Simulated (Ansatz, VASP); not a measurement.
## Sr: VASP beside Ansatz

The input INCAR:

```
PREC = Accurate
ENCUT = 520
EDIFF = 1E-7
ISMEAR = 0
SIGMA = 0.15
LREAL = False
LASPH = True
NELM = 60
ALGO = Fast
ISIF = 2
LWAVE = False
LCHARG = True
GGA = PE
LELF = True
LVHAR = True
NBANDS = 11
```

KPOINTS

```
regular mesh
0
Gamma
  14 14 14
```

Contents of POSCAR:

```
Sr
1.0
    0.0000000000      3.1184087500      2.9662912500
    3.1184087500      0.0000000000      2.9662912500
    3.1184087500      3.1184087500      0.0000000000
Sr
1
Direct
    0.0000000000      0.0000000000      0.0000000000
```

Input for Ansatz:

```yaml
crystal:
  lattice:
    - [0.0, 3.11840875, 2.96629125]
    - [3.11840875, 0.0, 2.96629125]
    - [3.11840875, 3.11840875, 0.0]
  atoms:
    - { symbol: Sr, position: [0.0, 0.0, 0.0] }
basis:
  ecutwfc: 420
kpoints:
  mp_grid: { grid: [14, 14, 14] }
hamiltonian:
  xc: pbe
scf:
  occupations: { method: gaussian, width: 0.15 }
output:
  forces: true
  stress: true
  eigenvalues: true
```

Change from the starting cell: strain +0.025 along x and y, -0.025 along z, atoms carried along.

Alike in both runs: task single point; functional PBE; k mesh 14 × 14 × 14; occupations gaussian, width 0.15 eV; no spin polarisation.

|  | VASP | Ansatz |
| --- | --- | --- |
| version | VASP 6.6.1 | Ansatz 0.2.0 |
| potentials or method | VASP PAW PBE potentials, release 64 (Sr_sv), cutoff 520 eV | scalar-relativistic, plane waves, PAW |
| valence electrons in the cell | 10 | 10 |

```tsv
	VASP	Ansatz	Ansatz less VASP
gap on the k mesh at the Fermi level (eV)	none	none	-
pressure (GPa)	-0.5	-0.5	0.00
traceless stress, the component that is largest in VASP (GPa)	0.12	0.12	0.000
```

A gap of «none» marks a metal or a gap that the smearing closes. The functional is the same, so the differences come from potentials, cutoffs and numerics.
